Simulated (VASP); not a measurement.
# BN (P6_3/mmc) in VASP: G0W0 quasiparticle levels with PBE

Aim: the G0W0 quasiparticle levels of BN with PBE.

Everything below comes from runs of VASP 6.6.1. Logs are shortened: lines on timing, memory, paths and dates and some standing lists are left out, and cuts for length are marked.

## 1. The cell of the first run

Symmetry: P6_3/mmc, No. 194, hexagonal system. Conventional cell: a = 2.501 Å, b = 2.501 Å, c = 6.524 Å, α = 90.00°, β = 90.00°, γ = 120.00°. Within 1.9 Å of B (site symmetry -6m2) lie 3 N at 1.44 Å. N (site symmetry -6m2) has 3 B at 1.44 Å within 1.9 Å.

## 2. G0W0 quasiparticle levels, PBE

The input, POSCAR:

```
BN
1.0
    2.5005826604      0.0000000000      0.0000000000
   -1.2502913302      2.1655681082      0.0000000000
    0.0000000000      0.0000000000      6.5236386365
B N
2 2
Direct
    0.3333333333      0.6666666667      0.2500000000
    0.6666666667      0.3333333333      0.7500000000
    0.3333333333      0.6666666667      0.7500000000
    0.6666666667      0.3333333333      0.2500000000
```

The input, INCAR.step1:

```
SYSTEM = BN
ALGO = Normal
EDIFF = 1E-8
ENCUT = 500
GGA = PE
ISMEAR = 0
LASPH = .TRUE.
LCHARG = .FALSE.
LREAL = .FALSE.
LWAVE = .TRUE.
NELM = 60
PREC = Accurate
SIGMA = 0.01
```

The input, INCAR.step2:

```
SYSTEM = BN
ALGO = Exact
EDIFF = 1E-8
ENCUT = 500
GGA = PE
ISMEAR = 0
ISTART = 1
LASPH = .TRUE.
LCHARG = .FALSE.
LOPTICS = .TRUE.
LREAL = .FALSE.
LWAVE = .TRUE.
NBANDS = 113
NELM = 1
PREC = Accurate
SIGMA = 0.01
```

The input, INCAR.step3:

```
SYSTEM = BN
ALGO = EVGW0
EDIFF = 1E-8
ENCUT = 500
ENCUTGW = 120.0
GGA = PE
ISMEAR = 0
ISTART = 1
LASPH = .TRUE.
LCHARG = .FALSE.
LREAL = .FALSE.
LWAVE = .FALSE.
NBANDS = 113
NBANDSGW = 16
NELMGW = 1
NOMEGA = 96
OMEGAMAX = 20
PREC = Accurate
PRECFOCK = Fast
SIGMA = 0.01
```

The input, KPOINTS:

```
k-points
0
G
  6 6 2
  0 0 0
```

Potentials or basis: VASP PAW PBE potentials, release 64 (B_GW, N_GW).

Launch:

```sh
$ cat potpaw_PBE.64/B_GW/POTCAR potpaw_PBE.64/N_GW/POTCAR > POTCAR
$ cp INCAR.step1 INCAR
$ mpirun -np 1 vasp_std > vasp.out
$ cp INCAR.step2 INCAR
$ mpirun -np 1 vasp_std > vasp.out
$ cp INCAR.step3 INCAR
$ mpirun -np 1 vasp_std > vasp.out
```

OUTCAR:

```text
SYSTEM = BN
   EDIFF = 1E-8
   ENCUT = 500
   ENCUTGW = 120.0
   GGA = PE
   ISMEAR = 0
   ISTART = 1
   LASPH = .TRUE.
   LREAL = .FALSE.
   NELMGW = 1
   PREC = Accurate
   PRECFOCK = Fast

 ion  position               nearest neighbor table
   1  0.333  0.667  0.250-   4 1.44   4 1.44   4 1.44
   2  0.667  0.333  0.750-   3 1.44   3 1.44   3 1.44
   3  0.333  0.667  0.750-   2 1.44   2 1.44   2 1.44
   4  0.667  0.333  0.250-   1 1.44   1 1.44   1 1.44

  LATTYP: Found a hexagonal cell.
 ALAT       =     2.5005826604
 C/A-ratio  =     2.6088474258

  Lattice vectors:

 A1 = (   2.5005826604,   0.0000000000,   0.0000000000)
 A2 = (  -1.2502913302,   2.1655681082,   0.0000000000)
 A3 = (   0.0000000000,   0.0000000000,   6.5236386365)

Analysis of symmetry for initial positions (statically):
=====================================================================
 Subroutine PRICEL returns:
 Original cell was already a primitive cell.

 Routine SETGRP: Setting up the symmetry group for a
 hexagonal supercell.

 Subroutine GETGRP returns: Found 24 space group operations
 (whereof 12 operations were pure point group operations)
 out of a pool of 24 trial point group operations.

The static configuration has the point symmetry D_3d.
 The point group associated with its full space group is D_6h.

Analysis of symmetry for dynamics (positions and initial velocities):
=====================================================================
 Subroutine PRICEL returns:
 Original cell was already a primitive cell.

 Routine SETGRP: Setting up the symmetry group for a
 hexagonal supercell.

 Subroutine GETGRP returns: Found 24 space group operations
 (whereof 12 operations were pure point group operations)
 out of a pool of 24 trial point group operations.

The dynamic configuration has the point symmetry D_3d.
 The point group associated with its full space group is D_6h.

 Subroutine INISYM returns: Found 24 space group operations
 (whereof 12 operations are pure point group operations),
 and found     1 'primitive' translations

----------------------------------------------------------------------------------------

                                     Primitive cell

  volume of cell :      35.3267

  direct lattice vectors                    reciprocal lattice vectors
     2.500582660  0.000000000  0.000000000     0.399906796  0.230886296  0.000000000
    -1.250291330  2.165568108  0.000000000     0.000000000  0.461772593  0.000000000
     0.000000000  0.000000000  6.523638637     0.000000000  0.000000000  0.153288687

  length of vectors
     2.500582660  2.500582660  6.523638637     0.461772593  0.461772593  0.153288687

  position of ions in fractional coordinates (direct lattice)
     0.333333333  0.666666667  0.250000000
     0.666666667  0.333333333  0.750000000
     0.333333333  0.666666667  0.750000000
     0.666666667  0.333333333  0.250000000

  ion indices of the primitive-cell ions
   primitive index   ion index
                 1           1
                 2           2
                 3           3
                 4           4

----------------------------------------------------------------------------------------

 KPOINTS: k-points

Automatic generation of k-mesh.
 Grid dimensions read from file:
 generate k-points for:    6    6    2

 Generating k-lattice:

  Cartesian coordinates                     Fractional coordinates (reciprocal lattice)
     0.066651133  0.038481049  0.000000000     0.166666667  0.000000000  0.000000000
     0.000000000  0.076962099  0.000000000     0.000000000  0.166666667  0.000000000
     0.000000000  0.000000000  0.076644343     0.000000000  0.000000000  0.500000000

  Length of vectors
     0.076962099  0.076962099  0.076644343

  Shift w.r.t. Gamma in fractional coordinates (k-lattice)
     0.000000000  0.000000000  0.000000000

 Subroutine IBZKPT returns following result:
 ===========================================

 Found     14 irreducible k-points:

 Following reciprocal coordinates:
            Coordinates               Weight
  0.000000  0.000000  0.000000      1.000000
  0.166667  0.000000  0.000000      6.000000
  0.333333  0.000000  0.000000      6.000000
  0.500000  0.000000  0.000000      3.000000
  0.166667  0.166667  0.000000      6.000000
  0.333333  0.166667  0.000000     12.000000
  0.333333  0.333333  0.000000      2.000000
  0.000000  0.000000  0.500000      1.000000
  0.166667  0.000000  0.500000      6.000000
  0.333333  0.000000  0.500000      6.000000
  0.500000  0.000000  0.500000      3.000000
  0.166667  0.166667  0.500000      6.000000
  0.333333  0.166667  0.500000     12.000000
  0.333333  0.333333  0.500000      2.000000
   k-points           NKPTS =     14   k-points in BZ     NKDIM =     72   number of bands    NBANDS=    113
   number of dos      NEDOS =    301   number of ions     NIONS =      4
   total plane-waves  NPLWV =  15552
   dimension x,y,z NGX =    18 NGY =   18 NGZ =   48
   dimension x,y,z NGXF=    36 NGYF=   36 NGZF=   96
   ions per type =               2   2
   NGX,Y,Z   is equivalent  to a cutoff of  11.97, 11.97, 12.23 a.u.
   NGXF,Y,Z  is equivalent  to a cutoff of  23.93, 23.93, 24.46 a.u.
 SYSTEM =  BN
   PREC   = accura    normal or accurate (medium, high low for compatibility)
   ISTART =      1    job   : 0-new  1-cont  2-samecut
   ICHARG =      0    charge: 1-file 2-atom 10-const
   ISPIN  =      1    spin polarized calculation?
   LNONCOLLINEAR =      F non collinear calculations
   LSORBIT =      F    spin-orbit coupling
   LASPH  =      T    aspherical Exc in radial PAW
   ENCUT  =  500.0 eV  36.75 Ry    6.06 a.u.   4.56  4.56 11.89*2*pi/ulx,y,z
   NELM   =     60;   NELMIN=  2; NELMDL=  0     # of ELM steps
   EDIFF  = 0.1E-07   stopping-criterion for ELM
   LREAL  =      F    real-space projection
   EDIFFG = 0.1E-06   stopping-criterion for IOM
   NSW    =      0    number of steps for IOM
   IBRION =     -1    ionic relax: 0-MD 1-quasi-New 2-CG
   NFREE  =      0    steps in history (QN), initial steepest desc. (CG)
   ISIF   =      0    stress and relaxation
   ISYM   =      3    0-nonsym 1-usesym 2-fastsym
   POTIM  = 0.5000    time-step for ionic-motion
   TEBEG  =    0.0;   TEEND  =   0.0 temperature during run
   PSTRESS=    0.0 pullay stress
   NELECT =      16.0000    total number of electrons
   NUPDOWN=      -1.0000    fix difference up-down
   EMIN   =  10.00;   EMAX   =-10.00  energy-range for DOS
   EFERMI =   0.00;   METHOD = LEGACY
   ISMEAR =     0;   SIGMA  =   0.01  broadening in eV -4-tet -1-fermi 0-gaus
   EFERMI_NEDOS =   21; number of points for ismear=-14 and -15
   IALGO  =     38    algorithm
   IMIX   =      4    mixing-type and parameters
     AMIX     =   0.40;   BMIX     =  1.00
     AMIX_MAG =   1.60;   BMIX_MAG =  1.00
  volume/ion in A,a.u.               =       8.83        59.60
  Fermi-wavevector in a.u.,A,eV,Ry     =   1.257227  2.375815 21.505651  1.580621
  Thomas-Fermi vector in A             =   2.390897
   LORBIT       =      0    0 simple, 1 ext, 2 COOP (PROOUT), +10 PAW based schemes
   GGA     = PE    functional components
   LHFCALC =     T    Hartree Fock is set to
   PRECFOCK=fast      Normal, Fast or Accurate (Low or Medium for compatibility)
   ENCUT4O =  -1.0   cutoff for four orbital integrals eV
   NKREDX  =     1    reduce k-point grid by
   NKREDY  =     1    reduce k-point grid by
   NKREDZ  =     1    reduce k-point grid by
   AEXX    =    1.0000 exact exchange contribution
   HFSCREEN=    0.0000 screening length (either q_TF or 0.3 A-1)
   HFSCREENC=   0.0000 screening length for correlation (either q_TF or 0.3 A-1)
   ENCUTFOCK=  -1.0 apply spherical cutoff to Coloumb kernel
   IVDW    =     0    specifies the selected vdW correction
   LEPSILON=     F    determine dielectric tensor
   LRPA    =     F    only Hartree local field effects (RPA)
   LRPAFORCE           =     F    calculate RPA forces
   ENCUTGW             = 120.0    cutoff for response function in eV
   ENCUTGWSOFT         =  96.0    soft cutoff for Coulomb kernel in GW response function in eV
   ENCUTLF             =  -1.0    cutoff for local field effects
   NELMGW              =     1    number of iterations in solving QP/BSE equation
   NELMHF              =     1    number of iterations in the inner HF iteration
   NKREDLFX            =     1    NKREDLFY  =   1   NKREDLFZ  =   1
 non-spin polarized calculation
 Gauss-broadening in eV      SIGMA  =   0.01
  energy-cutoff  :      500.00
  volume of cell :       35.33
 maximum number of plane-waves:       924
  NGX = 12; NGY = 12; NGZ = 32
   NGX =  9   NGY =  9   NGZ = 23
 maximum number of plane-waves:       114
 NGX is ok and might be reduce to    10

 QP shifts <psi_nk| G(iteration)W_0 |psi_nk>: iteration 1
 for sc-GW calculations column KS-energies equals QP-energies in previous step
 and V_xc(KS)=  KS-energies - (<T + V_ion + V_H > + <T+V_H+V_ion>^1  + <V_x>^1)

 k-point   1 :       0.0000    0.0000    0.0000
  band No.  KS-energies  QP-energies   sigma(KS)   V_xc(KS)     V^pw_x(r,r')   Z            occupation Imag(sigma)

      1     -15.3735     -17.1206     -18.3125     -15.9340     -26.6207       0.7346       2.0000       1.1753
      2     -15.0379     -16.7648     -18.6308     -16.3001     -26.9031       0.7409       2.0000       1.1048
      3      -3.8403      -5.0750     -14.0916     -12.3538     -18.2779       0.7106       2.0000       0.2106
      4      -1.5286      -2.6197     -15.9619     -14.4931     -19.5844       0.7429       2.0000       0.0889
      5       1.1433       0.2246     -19.3201     -18.1638     -22.6365       0.7945       2.0000       0.0448
      6       1.1433       0.2246     -19.3201     -18.1638     -22.6365       0.7945       2.0000       0.0448
[... 8 lines left out ...]
     15      14.8648      16.0932     -12.8003     -14.4001      -7.1312       0.7679       0.0000      -0.1400
     16      15.5791      16.8758     -13.0103     -14.8400      -6.0100       0.7087       0.0000      -0.5022

 k-point   2 :       0.1667    0.0000    0.0000
  band No.  KS-energies  QP-energies   sigma(KS)   V_xc(KS)     V^pw_x(r,r')   Z            occupation Imag(sigma)

      1     -14.8343     -16.5844     -18.4279     -16.0726     -26.5820       0.7430       2.0000       1.1360
      2     -14.5194     -16.2109     -18.7271     -16.4218     -26.8532       0.7338       2.0000       1.0637
      3      -3.0966      -4.3193     -14.2405     -12.5321     -18.1356       0.7157       2.0000       0.1544
      4      -0.8707      -1.9283     -16.0880     -14.6832     -19.4854       0.7529       2.0000       0.0774
      5      -0.8375      -1.9567     -18.7976     -17.3618     -22.4883       0.7795       2.0000       0.0578
      6      -0.7880      -1.8961     -18.8274     -17.4079     -22.5010       0.7805       2.0000       0.0572
[... 8 lines left out ...]
     15      16.4061      18.2594     -12.5192     -14.8778      -7.1974       0.7858       0.0000      -0.0900
     16      16.4673      17.8158     -12.9490     -14.7228      -7.1047       0.7603       0.0000      -0.2074

 k-point   3 :       0.3333    0.0000    0.0000
  band No.  KS-energies  QP-energies   sigma(KS)   V_xc(KS)     V^pw_x(r,r')   Z            occupation Imag(sigma)

      1     -13.3758     -15.0388     -18.7976     -16.5579     -26.6024       0.7425       2.0000       1.0268
      2     -13.1340     -14.7765     -19.0526     -16.8467     -26.8323       0.7446       2.0000       0.9794
      3      -4.4416      -5.7768     -17.9742     -16.1573     -22.5687       0.7349       2.0000       0.1166
      4      -4.3459      -5.6731     -18.0799     -16.2849     -22.6599       0.7394       2.0000       0.1131
      5      -1.1265      -2.2252     -18.7335     -17.3224     -22.5053       0.7786       2.0000       0.0576
      6      -1.0541      -2.1423     -18.7955     -17.4017     -22.5569       0.7808       2.0000       0.0570
[... 194 lines left out ...]
      1     -12.1990     -13.8668     -19.3273     -17.2033     -26.9130       0.7852       2.0000       0.9699
      2     -12.1990     -13.8668     -19.3273     -17.2033     -26.9130       0.7852       2.0000       0.9699
      3      -5.5952      -6.9595     -17.6263     -15.7385     -22.4983       0.7227       2.0000       0.1532
      4      -5.5952      -6.9595     -17.6263     -15.7385     -22.4983       0.7227       2.0000       0.1532
      5      -2.8292      -4.0819     -18.2287     -16.5873     -22.3431       0.7631       2.0000       0.0759
      6      -2.8292      -4.0819     -18.2287     -16.5873     -22.3431       0.7631       2.0000       0.0759
[... 8 lines left out ...]
     15      18.7846      19.8321     -10.0844     -11.4065      -4.5554       0.7923       0.0000      -0.2773
     16      18.7846      19.8321     -10.0844     -11.4065      -4.5554       0.7923       0.0000      -0.2773

 k-point  14 :       0.3333    0.3333    0.5000
  band No.  KS-energies  QP-energies   sigma(KS)   V_xc(KS)     V^pw_x(r,r')   Z            occupation Imag(sigma)

      1     -11.5186     -13.2318     -19.7027     -17.6444     -27.1889       0.8324       2.0000       0.9736
      2     -11.5186     -13.2318     -19.7027     -17.6444     -27.1889       0.8324       2.0000       0.9736
      3      -5.4454      -6.7060     -17.3273     -15.6013     -22.0184       0.7304       2.0000       0.1467
      4      -5.4454      -6.7060     -17.3273     -15.6013     -22.0184       0.7304       2.0000       0.1467
      5      -4.6906      -6.1634     -17.8883     -15.8907     -22.5306       0.7373       2.0000       0.1093
      6      -4.6906      -6.1634     -17.8883     -15.8907     -22.5306       0.7373       2.0000       0.1093
[... 8 lines left out ...]
     15      20.2743      21.4668     -11.4223     -12.9355      -5.9011       0.7881       0.0000      -0.2608
     16      20.2743      21.4668     -11.4223     -12.9355      -5.9011       0.7881       0.0000      -0.2608
```

Wall time 3.4 min (1 thread of AMD EPYC 7R13 (Zen 3), shared host); peak memory 0.41 GiB.

Results:

```yaml
Quasiparticle_gap: 5.70 eV
Least_direct_quasiparticle_gap: 6.14 eV
Band_gap_of_the_starting_levels_on_the_mesh: 4.27 eV
Least_direct_gap_of_the_starting_levels_on_the_mesh: 4.66 eV
```

Caveat: the k points lie up to 0.48 Å⁻¹ apart; bands, screening cutoff and mesh are small and nothing is extrapolated, so the quasiparticle values aren't converged.
